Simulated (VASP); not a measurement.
# Ag in VASP: a series of runs, part 2 of 2

VASP 6.6.1. Earlier steps stand in the parts before.

**5. Relaxation of the atoms, LDA**

The input, INCAR:

```
PREC = Accurate
ENCUT = 520
EDIFF = 1E-6
ISMEAR = -1
SIGMA = 0.05
LREAL = F
LASPH = T
NELM = 80
ALGO = Normal
ISIF = 2
LWAVE = F
LCHARG = F
LDIPOL = T
IDIPOL = 3
DIPOL = 0.5 0.5 0.500
IBRION = 2
NSW = 60
EDIFFG = -0.01
```

The input, KPOINTS:

```
regular mesh
0
Gamma
  13 13 1
```

The input, POSCAR:

```
Ag
1.0
    2.8284417091      0.0000000000      0.0000000000
   -1.4142208546      2.4495023732      0.0000000000
    0.0000000000      0.0000000000     25.2377000000
Ag
5
Direct
    0.8333333330      0.1666666670      0.3169870485
    0.1666666670      0.8333333330      0.4084935240
    0.5000000000      0.5000000000      0.5000000000
    0.8333333330      0.1666666670      0.5915064760
    0.1666666670      0.8333333330      0.6830129515
```

Potentials or basis: VASP PAW LDA potentials, release 64 (Ag).

The run is started by

```sh
$ cat potpaw_LDA.64/Ag/POTCAR > POTCAR
$ mpirun -np 1 vasp_std > vasp.out
```

OUTCAR:

```text
PREC = Accurate
   ENCUT = 520
   EDIFF = 1E-6
   ISMEAR = -1
   LREAL = F
   LASPH = T
   NELM = 80
   ISIF = 2
   IBRION = 2
   NSW = 60
   EDIFFG = -0.01

 ion  position               nearest neighbor table
   1  0.833  0.167  0.317-   2 2.83   2 2.83   2 2.83
   2  0.167  0.833  0.408-   1 2.83   1 2.83   1 2.83   3 2.83   3 2.83   3 2.83
   3  0.500  0.500  0.500-   2 2.83   4 2.83   2 2.83   4 2.83   2 2.83   4 2.83
   4  0.833  0.167  0.592-   5 2.83   5 2.83   5 2.83   3 2.83   3 2.83   3 2.83
   5  0.167  0.833  0.683-   4 2.83   4 2.83   4 2.83

  LATTYP: Found a hexagonal cell.
 ALAT       =     2.8284417091
 C/A-ratio  =     8.9228283966

  Lattice vectors:

 A1 = (   2.8284417091,   0.0000000000,   0.0000000000)
 A2 = (  -1.4142208546,   2.4495023732,   0.0000000000)
[... 270 lines left out ...]

 E-fermi :   1.6070     XC(G=0):  -6.6470

 val. band max:        1.5355297793   @ k =   0.4615   0.0000   0.0000
 cond. band min:       1.6450472117   @ k =   0.4615   0.0769   0.0000
 fundamental gap:      0.1095174323
 Fermi energy:         1.6070179737

 k-point     1 :       0.0000    0.0000    0.0000
  band No.  band energies     occupation
      1      -6.6143      2.00000
      2      -5.8538      2.00000
      3      -5.3808      2.00000
      4      -5.0538      2.00000
      5      -5.0466      2.00000
      6      -3.6234      2.00000
[... 745 lines left out ...]
     32       6.5614      0.00000
     33       6.9706      0.00000

------------------------ aborting loop because EDIFF is reached ----------------------------------------

 vacuum level on the upper side and lower side of the slab       (xc-potential included)        -0.050        -0.050

  FORCE on cell =-STRESS in cart. coord.  units (eV):
  Direction    XX          YY          ZZ          XY          YZ          ZX
  --------------------------------------------------------------------------------------
  -------------------------------------------------------------------------------------
  Total       -1.6819671     -1.6819671      0.0406752      0.0000000      0.0000000      0.0000000
  in kB      -15.4117946    -15.4117946      0.3727053      0.0000000      0.0000000      0.0000000
  external PRESSURE =     -10.1502946 kB  Pullay stress =       0.0000000 kB
[... 20 lines left out ...]
  FREE ENERGIE OF THE ION-ELECTRON SYSTEM (eV)
  ---------------------------------------------------
  free  energy   TOTEN  =       -17.9366518149 eV

  energy  without entropy=      -17.9276120864  energy(sigma->0) =      -17.93213195

 reached required accuracy - stopping structural energy minimisation

 vacuum level on the upper side and lower side of the slab         6.459         6.459
```

OSZICAR:

```text
N       E                     dE             d eps       ncg     rms          rms(c)
DAV:   1     0.359715462858E+03    0.35972E+03   -0.26713E+04  1394   0.148E+03
DAV:   2    -0.850041001286E+01   -0.36822E+03   -0.35716E+03  1531   0.328E+02
DAV:   3    -0.192776037110E+02   -0.10777E+02   -0.10538E+02  1581   0.563E+01
[... 22 lines left out ...]
DAV:   3    -0.179366230459E+02    0.68171E-06   -0.29987E-06  1122   0.145E-02
   2 F= -.17936623E+02 E0= -.17932102E+02  d E =-.590913E-04
       N       E                     dE             d eps       ncg     rms          rms(c)
DAV:   1    -0.179366389894E+02   -0.15262E-04   -0.29950E-02  1386   0.853E-01    0.163E-02
DAV:   2    -0.179366525564E+02   -0.13567E-04   -0.14284E-04  1502   0.953E-02    0.105E-02
DAV:   3    -0.179366518149E+02    0.74154E-06   -0.32060E-06  1228   0.128E-02
   3 F= -.17936652E+02 E0= -.17932132E+02  d E =-.878603E-04
```

CONTCAR:

```text
Ag
   1.00000000000000
     2.8284417090999998    0.0000000000000000    0.0000000000000000
    -1.4142208545999999    2.4495023732000001    0.0000000000000000
     0.0000000000000000    0.0000000000000000   25.2377000000000002
  Ag
     5
Direct
     0.8333333329999988    0.1666666670000012    0.3170114133252778
     0.1666666670000012    0.8333333329999988    0.4083849532300937
     0.5000000000000000    0.5000000000000000    0.5000000000000000
     0.8333333329999988    0.1666666670000012    0.5916150467699063
     0.1666666670000012    0.8333333329999988    0.6829885866747222

  0.00000000E+00  0.00000000E+00  0.00000000E+00
  0.00000000E+00  0.00000000E+00  0.00000000E+00
  0.00000000E+00  0.00000000E+00  0.00000000E+00
  0.00000000E+00  0.00000000E+00  0.00000000E+00
  0.00000000E+00  0.00000000E+00  0.00000000E+00
```

Run time: 7.6 min. Hardware: 1 thread of Oxide Virtual Turin-like, shared host; peak memory 0.26 GiB.

Results:

| Quantity | Value |
| --- | --- |
| Free energy | -17.9367 eV |
| Energy gained by relaxing | 0.0 meV/atom |
| Ionic steps | 3 |
| Largest force after relaxing | 0.006 eV/Å |
| Band gap on the k mesh | zero (an odd number of electrons rules out a gap without spin polarisation) |

Forces on the atoms (eV/Å):
```
Ag   0.000  0.000 -0.006
Ag   0.000  0.000 -0.004
Ag   0.000  0.000  0.000
Ag   0.000  0.000  0.004
Ag   0.000  0.000  0.006
```

Final structure:
```cif
data_structure
_symmetry_space_group_name_H-M 'P 1'
_symmetry_Int_Tables_number 1
_cell_length_a 2.8284
_cell_length_b 2.8284
_cell_length_c 25.2377
_cell_angle_alpha 90.000
_cell_angle_beta 90.000
_cell_angle_gamma 120.000
_cell_volume 174.85
loop_
_atom_site_label
_atom_site_type_symbol
_atom_site_fract_x
_atom_site_fract_y
_atom_site_fract_z
_atom_site_occupancy
Ag1 Ag 0.83333 0.16667 0.31701 1
Ag2 Ag 0.16667 0.83333 0.40838 1
Ag3 Ag 0.50000 0.50000 0.50000 1
Ag4 Ag 0.83333 0.16667 0.59162 1
Ag5 Ag 0.16667 0.83333 0.68299 1
```

Levels at points of the mesh, in eV from the Fermi level:
```tsv
k point	band 24	band 25	band 26	band 27	band 28	band 29	band 30	band 31	band 32	band 33
(0.00, 0.00, 0.00)	-3.66	-3.30	-3.30	-3.14	-3.14	-3.12	-0.93	-0.11	4.26	4.70
```

**6. Summary**

| task | cell | dipole correction | electric field (eV/Å) | gap on the mesh (eV) | largest force (eV/Å) |
| --- | --- | --- | --- | --- | --- |
| single point | as given | yes | -0.1 eV/Å | none | 0.01 |
| single point | as given | no | - | none | 0.01 |
| relaxation of the atoms | atoms relaxed | yes | - | none | 0.01 |

Alike in all rows: level LDA; potentials or basis VASP PAW LDA potentials, release 64 (Ag); no spin polarisation; k mesh 13 × 13 × 1; cutoff (eV) 520; smearing fermi-dirac 0.05 eV.

Absolute energies hang on the potentials; compare differences alone.
